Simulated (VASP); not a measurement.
Wanted: the native input for a VASP 6.6.1 run.

| Property | Result |
| --- | --- |
| Task | single point |
| Functional | PBE |
| Potentials or basis | VASP PAW PBE potentials, release 64 (Au, Cu, O, Li_sv) |
| Cutoff | 520 eV |
| k mesh | 8 × 8 × 8 |
| Occupations | fermi-dirac, width 0.05 eV |
| Spin | no spin polarisation |
| Dipole correction | no |
| Further INCAR settings | ALGO = Normal; EDIFF = 1e-06; NBANDS = 26 |

The structure of LiCuAuO2 lies in POSCAR:

```
LiCuAuO2
1.0
    1.6535714602      0.9546899276      6.4188160000
   -1.6535714602      0.9546899276      6.4188160000
    0.0000000000     -1.9093798552      6.4188160000
Au Cu O Li
1 1 2 1
Direct
    0.9917940000      0.9917940000      0.9917940000
    0.5158030000      0.5158030000      0.5158030000
    0.1009220000      0.1009220000      0.1009220000
    0.8842220000      0.8842220000      0.8842220000
    0.7572590000      0.7572590000      0.7572590000
```

The input as run:

INCAR

```
SYSTEM = LiCuAuO2
PREC = Accurate
ENCUT = 520
EDIFF = 1E-6
ISMEAR = -1
SIGMA = 0.05
LREAL = .FALSE.
LASPH = .TRUE.
NELM = 100
ALGO = Normal
ISIF = 2
LWAVE = .FALSE.
LCHARG = .FALSE.
GGA = PE
NBANDS = 26
```

KPOINTS

```
Automatic mesh
0
G
  8 8 8
  0 0 0
```

Potentials or basis: VASP PAW PBE potentials, release 64 (Au, Cu, O, Li_sv).

The run is started by

```console
$ cat potpaw_PBE.64/Au/POTCAR potpaw_PBE.64/Cu/POTCAR potpaw_PBE.64/O/POTCAR potpaw_PBE.64/Li_sv/POTCAR > POTCAR
$ mpirun -np 1 vasp_std > vasp.out
```

Results of the run:

* Largest force: 0.355 eV/Å
* Band gap on the k mesh: zero (an odd number of electrons rules out a gap without spin polarisation)

Caveat: spin-orbit coupling is left out, which moves the levels of the heavy elements; an odd number of electrons without spin polarisation forces a metal; a magnetic or distorted state may lie lower.

It took 5 min on 1 thread of Intel(R) Xeon(R) Platinum 8559C (Emerald Rapids), with other jobs on the host, peak memory 0.41 GiB.
